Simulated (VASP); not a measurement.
# Os (I4/mmm) in VASP: further runs, part 2 of 2

VASP 6.6.1. Earlier steps stand in the parts before.

## Step 5: Single point, PBEsol (equal xx and yy strain of +1 %)

Contents of INCAR:

```
ALGO = Normal
EDIFF = 1E-6
ENCUT = 520
GGA = PS
ISIF = 2
ISMEAR = -1
LASPH = True
LCHARG = False
LREAL = False
LWAVE = False
NBANDS = 10
NELM = 80
PREC = Accurate
SIGMA = 0.05
```

Contents of KPOINTS:

```
k-points
0
Gamma
  14 14 14
```

Contents of POSCAR:

```
Os
1.0
    0.0000000000      1.9644500000      1.9450000000
    1.9644500000      0.0000000000      1.9450000000
    1.9644500000      1.9644500000      0.0000000000
Os
1
Direct
    0.0000000000      0.0000000000      0.0000000000
```

Potentials or basis: VASP PAW PBE potentials, release 64 (Os).

Started as:

```bash
cat potpaw_PBE.64/Os/POTCAR > POTCAR
mpirun -np 1 vasp_std > vasp.out
```

OUTCAR:

```text
EDIFF = 1E-6
   ENCUT = 520
   GGA = PS
   ISIF = 2
   ISMEAR = -1
   LASPH = True
   LREAL = False
   NELM = 80
   PREC = Accurate

 ion  position               nearest neighbor table
   1  0.000  0.000  0.000-

  LATTYP: Found a body centered tetragonal cell.
 ALAT       =     2.7781518326
 C/A-ratio  =     1.4002114479

  Lattice vectors:

 A1 = (   0.0000000000,  -1.9644500000,  -1.9450000000)
 A2 = (   0.0000000000,   1.9644500000,  -1.9450000000)
 A3 = (   1.9644500000,   0.0000000000,   1.9450000000)

Analysis of symmetry for initial positions (statically):
=====================================================================
 Subroutine PRICEL returns:
 Original cell was already a primitive cell.

 Routine SETGRP: Setting up the symmetry group for a
 body centered tetragonal supercell.

 Subroutine GETGRP returns: Found 16 space group operations
 (whereof 16 operations were pure point group operations)
 out of a pool of 16 trial point group operations.

The static configuration has the point symmetry D_4h.

Analysis of symmetry for dynamics (positions and initial velocities):
=====================================================================
 Subroutine PRICEL returns:
 Original cell was already a primitive cell.

 Routine SETGRP: Setting up the symmetry group for a
 body centered tetragonal supercell.

 Subroutine GETGRP returns: Found 16 space group operations
 (whereof 16 operations were pure point group operations)
 out of a pool of 16 trial point group operations.

The dynamic configuration has the point symmetry D_4h.

 Subroutine INISYM returns: Found 16 space group operations
 (whereof 16 operations are pure point group operations),
 and found     1 'primitive' translations

----------------------------------------------------------------------------------------

                                     Primitive cell

  volume of cell :      15.0118

  direct lattice vectors                    reciprocal lattice vectors
[... 110 lines left out ...]
   GGA     = PS    functional components
   LHFCALC =     F    Hartree Fock is set to
   AEXX    =    0.0000 exact exchange contribution
   IVDW    =     0    specifies the selected vdW correction
   LEPSILON=     F    determine dielectric tensor
   LRPA    =     F    only Hartree local field effects (RPA)
 non-spin polarized calculation
  energy-cutoff  :      520.00
  volume of cell :       15.01
 maximum number of plane-waves:       415
 NGX is ok and might be reduce to    24
   NGX = 11   NGY = 11   NGZ = 11

 number of electron       8.0000000 magnetization

 Free energy of the ion-electron system (eV)
  ---------------------------------------------------
  ext. energy  EPLUGINS =         0.00000000
  ---------------------------------------------------
  free energy    TOTEN  =       -12.00434503 eV

  energy without entropy =      -11.99383426  energy(sigma->0) =      -11.99908965

 E-fermi :   8.1131     XC(G=0): -13.7530

 val. band max:        8.1045896909   @ k =   0.3571   0.0714   0.1429
 cond. band min:       8.1135133229   @ k =  -0.3571   0.0000   0.3571
 fundamental gap:      0.0089236321
 Fermi energy:         8.1130818866

 k-point     1 :       0.0000    0.0000    0.0000
  band No.  band energies     occupation
      1      -2.0905      2.00000
      2       5.3930      2.00000
      3       5.3930      2.00000
      4       5.5235      2.00000
      5       8.0974      1.15525
      6       8.2639      0.09345
      7      22.4598      0.00000
      8      27.7364      0.00000
      9      27.7364      0.00000
     10      28.0475      0.00000
[... 287 lines left out ...]
 k-point    24 :       0.2857    0.1429    0.0000
  band No.  band energies     occupation
      1       0.6372      2.00000
      2       4.0399      2.00000
      3       5.8198      2.00000
      4       6.4925      2.00000
      5       7.8735      1.98355
      6       9.1225      0.00000
      7      23.1658      0.00000
      8      26.2094      0.00000
      9      28.1711      0.00000
     10      29.1745      0.00000

 [... further k-points ...]

------------------------ aborting loop because EDIFF is reached ----------------------------------------

  FORCE on cell =-STRESS in cart. coord.  units (eV):
  Direction    XX          YY          ZZ          XY          YZ          ZX
  --------------------------------------------------------------------------------------
  -------------------------------------------------------------------------------------
  Total       -2.5362035     -2.5362035     -2.3030880      0.0000000      0.0000000      0.0000000
  in kB     -270.6843298   -270.6843298   -245.8043437      0.0000000      0.0000000      0.0000000
  external PRESSURE =    -262.3910011 kB  Pullay stress =       0.0000000 kB

 VOLUME and BASIS-vectors are now :
 -----------------------------------------------------------------------------
  energy-cutoff  :      520.00
  volume of cell :       15.01
      direct lattice vectors                 reciprocal lattice vectors
     0.000000000  1.964450000  1.945000000    -0.254524167  0.254524167  0.257069409
     1.964450000  0.000000000  1.945000000     0.254524167 -0.254524167  0.257069409
     1.964450000  1.964450000  0.000000000     0.254524167  0.254524167 -0.257069409

 POSITION                                       TOTAL-FORCE (eV/Angst)
 -----------------------------------------------------------------------------------
      0.00000      0.00000      0.00000         0.000000      0.000000     -0.000000
 -----------------------------------------------------------------------------------
    total drift:                               -0.000000      0.000000      0.000000

  FREE ENERGIE OF THE ION-ELECTRON SYSTEM (eV)
  ---------------------------------------------------
  free  energy   TOTEN  =       -12.0043450282 eV

  energy  without entropy=      -11.9938342648  energy(sigma->0) =      -11.99908965
```

OSZICAR:

```text
N       E                     dE             d eps       ncg     rms          rms(c)
DAV:   1     0.342516203627E+02    0.34252E+02   -0.41419E+03  5024   0.738E+02
DAV:   2    -0.117435987617E+02   -0.45995E+02   -0.42732E+02  5030   0.197E+02
DAV:   3    -0.128185327796E+02   -0.10749E+01   -0.10660E+01  5712   0.278E+01
DAV:   4    -0.128213785846E+02   -0.28458E-02   -0.28454E-02  5336   0.162E+00
DAV:   5    -0.128213884456E+02   -0.98610E-05   -0.98601E-05  5374   0.879E-02    0.146E+01
DAV:   6    -0.121688343015E+02    0.65255E+00   -0.83588E-01  5818   0.719E+00    0.596E+00
DAV:   7    -0.120090906141E+02    0.15974E+00   -0.47234E-01  6050   0.513E+00    0.318E-01
DAV:   8    -0.120059223484E+02    0.31683E-02   -0.21097E-03  5060   0.364E-01    0.218E-01
DAV:   9    -0.120043469696E+02    0.15754E-02   -0.72920E-04  5338   0.287E-01    0.288E-02
DAV:  10    -0.120043480421E+02   -0.10725E-05   -0.81615E-06  5334   0.209E-02    0.977E-03
DAV:  11    -0.120043450702E+02    0.29719E-05   -0.79413E-07  3118   0.130E-02    0.150E-03
DAV:  12    -0.120043450282E+02    0.42003E-07   -0.18236E-08  2588   0.120E-03
   1 F= -.12004345E+02 E0= -.11999090E+02  d E =-.105108E-01
```

stdout:

```text
POSCAR found type information on POSCAR Os
 POSCAR found :  1 types and       1 ions
 scaLAPACK will be used
 -----------------------------------------------------------------------------
|                                                                             |
|                                                                             |
|     You enforced a specific xc type in the INCAR file but a different       |
|     I HOPE YOU KNOW WHAT YOU ARE DOING!                                     |
|                                                                             |
 -----------------------------------------------------------------------------

 LDA part: xc-table for (Slater+PW92), standard interpolation
 POSCAR, INCAR and KPOINTS ok, starting setup
 FFT: planning ... GRIDC
 FFT: planning ... GRID_SOFT
 FFT: planning ... GRID
 WAVECAR not read
 entering main loop
```

Run time: 11 s. Hardware: 1 thread of Intel Xeon 6975P-C (Granite Rapids), shared host; peak memory 0.17 GiB.

Results:

- Free energy: -12.0043 eV
- Pressure: -26.2 GPa
- Band gap on the k mesh: zero (band 4 reaches 10.48 eV, above the bottom of band 5 at 6.90 eV)

Caveat: the cell differs from its parent crystal (equal xx and yy strain of +1 %); the PAW data sets were made with another functional, which shifts forces and pressure a little; spin-orbit coupling is left out, which moves the levels of the heavy elements.

## Step 6: The runs side by side

```tsv
cell	gap on the mesh (eV)	pressure (GPa)
a = 2.710, b = 2.710, c = 2.668 Å, angles 60.5, 60.5, 59.0°, 1 atom	none	4.0
a = 2.710, b = 2.710, c = 2.751 Å, angles 59.5, 59.5, 61.0°, 1 atom	none	-8.8
a = 2.737, b = 2.737, c = 2.723 Å, angles 60.2, 60.2, 59.7°, 1 atom	none	-12.9
a = 2.764, b = 2.764, c = 2.778 Å, angles 59.8, 59.8, 60.3°, 1 atom	none	-26.2
```

Alike in all rows: task single point; level PBEsol; potentials or basis VASP PAW PBE potentials, release 64 (Os); no spin polarisation; k mesh 14 × 14 × 14; cutoff (eV) 520; smearing fermi-dirac 0.05 eV.

Caveats: the PAW data sets were made with another functional, which shifts forces and pressure a little; spin-orbit coupling is left out, which moves the levels of the heavy elements.

Total energies depend on the potentials used, so only differences within one code and one set of settings carry meaning.
